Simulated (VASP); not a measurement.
# KI (I4/mmm) in VASP: single point with HSE06

Aim: the single point of KI with HSE06.

Everything below comes from runs of VASP 6.6.1. Logs are shortened: lines on timing, memory, paths and dates and some standing lists are left out, and cuts for length are marked.

### 1 The cell of the first run

The structure is tetragonal, space group I4/mmm (No. 139). The conventional cell has a = 5.012 Å, b = 5.012 Å, c = 7.480 Å, α = 90.00°, β = 90.00°, γ = 90.00°. Within 4.7 Å of K (site symmetry 4/mmm) lie 6 I at 3.54 to 3.74 Å. Within 4.7 Å of I (site symmetry 4/mmm) lie 6 K at 3.54 to 3.74 Å.

### 2 Single point, HSE06 (uniaxial z strain +5.5%)

Input file POSCAR:

```
KI
1.0
    0.0000000000      3.5442842980      3.7399287912
    3.5442842980      0.0000000000      3.7399287912
    3.5442842980      3.5442842980      0.0000000000
K I
1 1
Direct
    0.0000000000      0.0000000000      0.0000000000
    0.5000000000      0.5000000000      0.5000000000
```

Input file INCAR.step1:

```
SYSTEM = KI
  ALGO = Normal
  EDIFF = 1E-5
  ENCUT = 520
  GGA = PE
  ISIF = 2
  ISMEAR = 0
  LASPH = .True.
  LCHARG = .False.
  LREAL = .False.
  LWAVE = .True.
  NBANDS = 15
  NELM = 80
  PREC = Accurate
  SIGMA = 0.01
```

Input file INCAR.step2:

```
SYSTEM = KI
  ALGO = Normal
  EDIFF = 1E-7
  ENCUT = 520
  GGA = PE
  HFSCREEN = 0.2079
  ISIF = 2
  ISMEAR = 0
  ISTART = 1
  LASPH = .True.
  LCHARG = .False.
  LHFCALC = .True.
  LREAL = .False.
  LWAVE = .False.
  NBANDS = 15
  NELM = 80
  PREC = Accurate
  PRECFOCK = Normal
  SIGMA = 0.01
```

Input file KPOINTS:

```
k-points
0
Gamma
  4 4 4
  0 0 0
```

Potentials or basis: VASP PAW PBE potentials, release 64 (K_sv, I).

Launch:

```bash
$ cat potpaw_PBE.64/K_sv/POTCAR potpaw_PBE.64/I/POTCAR > POTCAR
$ cp INCAR.step1 INCAR
$ mpirun -np 1 vasp_std > vasp.out
$ cp INCAR.step2 INCAR
$ mpirun -np 1 vasp_std > vasp.out
```

OUTCAR:

```text
SYSTEM = KI
   EDIFF = 1E-7
   ENCUT = 520
   GGA = PE
   HFSCREEN = 0.2079
   ISIF = 2
   ISMEAR = 0
   ISTART = 1
   LASPH = .True.
   LHFCALC = .True.
   LREAL = .False.
   NELM = 80
   PREC = Accurate
   PRECFOCK = Normal

 ion  position               nearest neighbor table
   1  0.000  0.000  0.000-   2 3.54   2 3.54   2 3.54   2 3.54
   2  0.500  0.500  0.500-   1 3.54   1 3.54   1 3.54   1 3.54

  LATTYP: Found a body centered tetragonal cell.
 ALAT       =     5.0123749231
 C/A-ratio  =     1.4922781510

  Lattice vectors:

 A1 = (  -3.5442842980,   0.0000000000,   3.7399287912)
 A2 = (   3.5442842980,   0.0000000000,   3.7399287912)
 A3 = (   0.0000000000,   3.5442842980,  -3.7399287912)

Analysis of symmetry for initial positions (statically):
=====================================================================
 Subroutine PRICEL returns:
 Original cell was already a primitive cell.

 Routine SETGRP: Setting up the symmetry group for a
 body centered tetragonal supercell.

 Subroutine GETGRP returns: Found 16 space group operations
 (whereof 16 operations were pure point group operations)
 out of a pool of 16 trial point group operations.

The static configuration has the point symmetry D_4h.

Analysis of symmetry for dynamics (positions and initial velocities):
=====================================================================
 Subroutine PRICEL returns:
 Original cell was already a primitive cell.

 Routine SETGRP: Setting up the symmetry group for a
 body centered tetragonal supercell.

 Subroutine GETGRP returns: Found 16 space group operations
 (whereof 16 operations were pure point group operations)
 out of a pool of 16 trial point group operations.

The dynamic configuration has the point symmetry D_4h.

 Subroutine INISYM returns: Found 16 space group operations
 (whereof 16 operations are pure point group operations),
 and found     1 'primitive' translations

----------------------------------------------------------------------------------------

                                     Primitive cell

  volume of cell :      93.9616

  direct lattice vectors                    reciprocal lattice vectors
     0.000000000  3.544284298  3.739928791    -0.141072205  0.141072205  0.133692385
     3.544284298  0.000000000  3.739928791     0.141072205 -0.141072205  0.133692385
     3.544284298  3.544284298  0.000000000     0.141072205  0.141072205 -0.133692385

  length of vectors
     5.152573973  5.152573973  5.012374923     0.240159088  0.240159088  0.240159088

  position of ions in fractional coordinates (direct lattice)
     0.000000000  0.000000000  0.000000000
     0.500000000  0.500000000  0.500000000

  ion indices of the primitive-cell ions
   primitive index   ion index
                 1           1
                 2           2

----------------------------------------------------------------------------------------

 KPOINTS: k-points

Automatic generation of k-mesh.
 Grid dimensions read from file:
 generate k-points for:    4    4    4

 Generating k-lattice:

  Cartesian coordinates                     Fractional coordinates (reciprocal lattice)
    -0.035268051  0.035268051  0.033423096     0.250000000 -0.000000000  0.000000000
     0.035268051 -0.035268051  0.033423096    -0.000000000  0.250000000  0.000000000
     0.035268051  0.035268051 -0.033423096     0.000000000  0.000000000  0.250000000

  Length of vectors
     0.060039772  0.060039772  0.060039772

  Shift w.r.t. Gamma in fractional coordinates (k-lattice)
     0.000000000  0.000000000  0.000000000

 Subroutine IBZKPT returns following result:
 ===========================================

 Found     13 irreducible k-points:

 Following reciprocal coordinates:
            Coordinates               Weight
  0.000000  0.000000  0.000000      1.000000
  0.250000 -0.000000  0.000000      8.000000
  0.500000 -0.000000  0.000000      4.000000
  0.250000  0.250000  0.000000      2.000000
  0.500000  0.250000  0.000000      8.000000
 -0.250000  0.250000  0.000000      4.000000
  0.500000  0.500000  0.000000      1.000000
  0.250000  0.000000  0.250000      4.000000
  0.500000 -0.000000  0.250000     16.000000
 -0.250000  0.000000  0.250000      8.000000
 -0.250000  0.500000  0.250000      4.000000
  0.500000  0.000000  0.500000      2.000000
 -0.250000  0.250000  0.500000      2.000000
   k-points           NKPTS =     13   k-points in BZ     NKDIM =     64   number of bands    NBANDS=     15
   number of dos      NEDOS =    301   number of ions     NIONS =      2
   total plane-waves  NPLWV =  64000
   dimension x,y,z NGX =    40 NGY =   40 NGZ =   40
   dimension x,y,z NGXF=    80 NGYF=   80 NGZF=   80
   ions per type =               1   1
   NGX,Y,Z   is equivalent  to a cutoff of  12.91, 12.91, 13.27 a.u.
   NGXF,Y,Z  is equivalent  to a cutoff of  25.81, 25.81, 26.53 a.u.
 SYSTEM =  KI
   PREC   = accura    normal or accurate (medium, high low for compatibility)
   ISTART =      1    job   : 0-new  1-cont  2-samecut
   ICHARG =      0    charge: 1-file 2-atom 10-const
   ISPIN  =      1    spin polarized calculation?
   LNONCOLLINEAR =      F non collinear calculations
   LSORBIT =      F    spin-orbit coupling
   LASPH  =      T    aspherical Exc in radial PAW
   ENCUT  =  520.0 eV  38.22 Ry    6.18 a.u.   9.58  9.58  9.32*2*pi/ulx,y,z
   NELM   =     80;   NELMIN=  2; NELMDL=  0     # of ELM steps
   EDIFF  = 0.1E-06   stopping-criterion for ELM
   LREAL  =      F    real-space projection
   EDIFFG = 0.1E-05   stopping-criterion for IOM
   NSW    =      0    number of steps for IOM
   IBRION =     -1    ionic relax: 0-MD 1-quasi-New 2-CG
   NFREE  =      0    steps in history (QN), initial steepest desc. (CG)
   ISIF   =      2    stress and relaxation
   ISYM   =      3    0-nonsym 1-usesym 2-fastsym
   POTIM  = 0.5000    time-step for ionic-motion
   TEBEG  =    0.0;   TEEND  =   0.0 temperature during run
   PSTRESS=    0.0 pullay stress
   NELECT =      16.0000    total number of electrons
   NUPDOWN=      -1.0000    fix difference up-down
   EMIN   =  10.00;   EMAX   =-10.00  energy-range for DOS
   EFERMI =   0.00;   METHOD = LEGACY
   ISMEAR =     0;   SIGMA  =   0.01  broadening in eV -4-tet -1-fermi 0-gaus
   EFERMI_NEDOS =   21; number of points for ismear=-14 and -15
   IALGO  =     38    algorithm
   IMIX   =      1    mixing-type and parameters
     AMIX     =   0.40;   BMIX     =  1.00
     AMIX_MAG =   1.60;   BMIX_MAG =  1.00
  volume/ion in A,a.u.               =      46.98       317.04
  Fermi-wavevector in a.u.,A,eV,Ry     =   0.907398  1.714734 11.202655  0.823372
  Thomas-Fermi vector in A             =   2.031201
   LORBIT       =      0    0 simple, 1 ext, 2 COOP (PROOUT), +10 PAW based schemes
   GGA     = PE    functional components
   LHFCALC =     T    Hartree Fock is set to
   PRECFOCK=normal    Normal, Fast or Accurate (Low or Medium for compatibility)
   ENCUT4O =  -1.0   cutoff for four orbital integrals eV
   NKREDX  =     1    reduce k-point grid by
   NKREDY  =     1    reduce k-point grid by
   NKREDZ  =     1    reduce k-point grid by
   AEXX    =    0.2500 exact exchange contribution
   HFSCREEN=    0.2079 screening length (either q_TF or 0.3 A-1)
   HFSCREENC=   0.2079 screening length for correlation (either q_TF or 0.3 A-1)
   ENCUTFOCK=  -1.0 apply spherical cutoff to Coloumb kernel
   IVDW    =     0    specifies the selected vdW correction
   LEPSILON=     F    determine dielectric tensor
   LRPA    =     F    only Hartree local field effects (RPA)
 non-spin polarized calculation
 Gauss-broadening in eV      SIGMA  =   0.01
  energy-cutoff  :      520.00
  volume of cell :       93.96
 maximum number of plane-waves:      2554
 NGX is ok and might be reduce to    40
  NGX = 30; NGY = 30; NGZ = 28

 number of electron      16.0000002 magnetization

 Free energy of the ion-electron system (eV)
  ---------------------------------------------------
  ext. energy  EPLUGINS =         0.00000000
  ---------------------------------------------------
  free energy    TOTEN  =        -6.39235858 eV

  energy without entropy =       -6.39235858  energy(sigma->0) =       -6.39235858

 E-fermi :  -1.4004     XC(G=0):  -5.8434

 val. band max:       -1.4559681543   @ k =   0.0000   0.0000   0.0000
 cond. band min:       3.3429108517   @ k =   0.0000   0.0000   0.0000
 fundamental gap:      4.7988790060
 Fermi energy:        -1.4003757602

 k-point     1 :       0.0000    0.0000    0.0000
  band No.  band energies     occupation
      1     -32.3969      2.00000
      2     -14.5258      2.00000
      3     -14.5231      2.00000
      4     -14.5231      2.00000
      5     -12.7541      2.00000
      6      -1.4567      2.00000
      7      -1.4567      2.00000
      8      -1.4560      2.00000
      9       3.3429      0.00000
     10       5.9959      0.00000
     11       6.3072      0.00000
     12       6.3072      0.00000
     13       6.8898      0.00000
     14       7.1060      0.00000
     15       9.2601      0.00000

 k-point     2 :       0.2500   -0.0000    0.0000
  band No.  band energies     occupation
      1     -32.3962      2.00000
      2     -14.5846      2.00000
      3     -14.5271      2.00000
      4     -14.5222      2.00000
      5     -12.6301      2.00000
      6      -2.1582      2.00000
      7      -1.6162      2.00000
      8      -1.6072      2.00000
      9       4.4233      0.00000
     10       6.1385      0.00000
     11       6.6965      0.00000
     12       6.9020      0.00000
     13       7.5434      0.00000
     14       7.7498      0.00000
     15       9.8478      0.00000
[... 167 lines left out ...]
      3     -14.5424      2.00000
      4     -14.5382      2.00000
      5     -12.6089      2.00000
      6      -2.4100      2.00000
      7      -1.8792      2.00000
      8      -1.7943      2.00000
      9       4.5587      0.00000
     10       5.2389      0.00000
     11       7.9671      0.00000
     12       8.1904      0.00000
     13       8.5270      0.00000
     14       9.2492      0.00000
     15       9.6737      0.00000

 k-point    13 :      -0.2500    0.2500    0.5000
  band No.  band energies     occupation
      1     -32.3947      2.00000
      2     -14.5511      2.00000
      3     -14.5511      2.00000
      4     -14.5510      2.00000
      5     -12.5829      2.00000
      6      -2.1712      2.00000
      7      -2.1712      2.00000
      8      -1.9327      2.00000
      9       5.9237      0.00000
     10       5.9237      0.00000
     11       6.1145      0.00000
     12       7.6179      0.00000
     13       8.5253      0.00000
     14       9.5165      0.00000
     15       9.7006      0.00000

------------------------ aborting loop because EDIFF is reached ----------------------------------------

  FORCE on cell =-STRESS in cart. coord.  units (eV):
  Direction    XX          YY          ZZ          XY          YZ          ZX
  --------------------------------------------------------------------------------------
  -------------------------------------------------------------------------------------
  Total        0.0426089      0.0426089     -0.4783730      0.0000000     -0.0000000      0.0000000
  in kB        0.7265411      0.7265411     -8.1569311      0.0000000     -0.0000000      0.0000000
  external PRESSURE =      -2.2346163 kB  Pullay stress =       0.0000000 kB

 VOLUME and BASIS-vectors are now :
 -----------------------------------------------------------------------------
  energy-cutoff  :      520.00
  volume of cell :       93.96
      direct lattice vectors                 reciprocal lattice vectors
     0.000000000  3.544284298  3.739928791    -0.141072205  0.141072205  0.133692385
     3.544284298  0.000000000  3.739928791     0.141072205 -0.141072205  0.133692385
     3.544284298  3.544284298  0.000000000     0.141072205  0.141072205 -0.133692385

 POSITION                                       TOTAL-FORCE (eV/Angst)
 -----------------------------------------------------------------------------------
      0.00000      0.00000      0.00000        -0.000000     -0.000000      0.000000
      3.54428      3.54428      3.73993         0.000000      0.000000     -0.000000
 -----------------------------------------------------------------------------------
    total drift:                               -0.000011     -0.000000     -0.000009

  FREE ENERGIE OF THE ION-ELECTRON SYSTEM (eV)
  ---------------------------------------------------
  free  energy   TOTEN  =        -6.3923585804 eV

  energy  without entropy=       -6.3923585804  energy(sigma->0) =       -6.39235858
```

It took 36 min on 1 thread of Intel Xeon Platinum 8259CL at 2.50GHz (Skylake/Cascade Lake), shared host; peak memory 0.35 GiB.

What came out:

- Free energy: -6.3924 eV
- Pressure: -0.2 GPa
- Band gap on the k mesh: 4.80 eV

Caveat: the cell differs from its parent crystal (uniaxial z strain +5.5%); the PAW data sets were made with another functional, which shifts forces and pressure a little; spin-orbit coupling is left out, which moves the levels of the heavy elements.
